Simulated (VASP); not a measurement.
PbSe, 2 atoms in the cell. Symmetry: I4/mmm, No. 139, tetragonal system. The conventional cell has a = 4.704 Å, b = 4.704 Å, c = 5.189 Å, α = 90.00°, β = 90.00°, γ = 90.00°. Within 3.4 Å of Pb (site symmetry 4/mmm) lie 6 Se at 2.59 to 3.33 Å. Se (site symmetry 4/mmm) has 6 Pb at 2.59 to 3.33 Å within 3.4 Å.  This cell differs from its parent crystal: ratio of the length along z to the lengths across it x 0.78, volume and fractional coordinates fixed.

| Item | Value |
| --- | --- |
| Program | VASP 6.6.1 |
| Task | single point |
| Functional | PBE |
| Potentials or basis | VASP PAW PBE potentials, release 64 (Pb_d, Se) |
| Cutoff | 520 eV |
| k mesh | 10 × 10 × 10 |
| Occupations | gaussian, width 0.03 eV |
| Spin | no spin polarisation |
| Dipole correction | no |
| Further INCAR settings | ALGO = Normal; EDIFF = 1e-07; NBANDS = 17 |

Potentials or basis: VASP PAW PBE potentials, release 64 (Pb_d, Se).

Launch:

```sh
$ cat potpaw_PBE.64/Pb_d/POTCAR potpaw_PBE.64/Se/POTCAR > POTCAR
$ mpirun -np 1 vasp_std > vasp.out
```

Hardware: 1 thread of Intel(R) Xeon(R) 6975P-C (Granite Rapids), with other jobs on the host.

Question: Estimate the wall time of this run.

Answer: It took 35 s on 1 thread of Intel(R) Xeon(R) 6975P-C (Granite Rapids), on a shared host, peak memory 0.25 GiB. Counts: scf iterations 14, k points 102.
